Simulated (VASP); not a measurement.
Si3Sb: single point with r2SCAN

Si3Sb:

```
CELL_PARAMETERS angstrom
4.21265 0.00000 0.00000
0.00000 4.21265 0.00000
0.00000 0.00000 4.21265
ATOMIC_POSITIONS crystal
Si 0.00000 0.50000 0.50000
Si 0.50000 0.00000 0.50000
Si 0.50000 0.50000 0.00000
Sb 0.00000 0.00000 0.00000
```

```
Program                : VASP 6.6.1
Task                   : single point
Functional             : r2SCAN
Potentials or basis    : VASP PAW PBE potentials, release 64 (Si, Sb)
Cutoff                 : 520 eV
k mesh                 : 4 × 4 × 4
Occupations            : gaussian, width 0.1 eV
Spin                   : no spin polarisation
Dipole correction      : no
Further INCAR settings : ALGO = Normal; EDIFF = 1e-06; NBANDS = 16
```

| Item | Value |
| --- | --- |
| Pressure | -0.2 GPa |
| Band gap on the k mesh | zero (an odd number of electrons rules out a gap without spin polarisation) |

Levels at points of the mesh, in eV from the Fermi level:
```
           k point  band 5  band 6  band 7  band 8  band 9  band 10  band 11  band 12
(0.00, 0.00, 0.00)   -5.49   -5.18   -5.18    1.89    1.89     1.89     2.18     2.18
(0.50, 0.00, 0.00)   -3.64   -3.64   -2.88   -2.88   -1.43    -1.27     3.93     3.96
(0.50, 0.50, 0.00)   -1.72   -1.10   -1.10   -1.03   -0.90    -0.90    -0.82    -0.57
(0.50, 0.50, 0.50)   -6.96   -6.96   -6.96   -6.07    6.17     6.17     6.17     6.70
```

It took 58 s on 1 thread of Intel Xeon 8259CL, on a shared host, peak memory 0.19 GiB.

Caveat: the k points lie up to 0.37 Å⁻¹ apart, too coarse for converged energies and pressures of a metal; the PAW data sets were made with another functional, which shifts forces and pressure a little; spin-orbit coupling is left out, which moves the levels of the heavy elements.
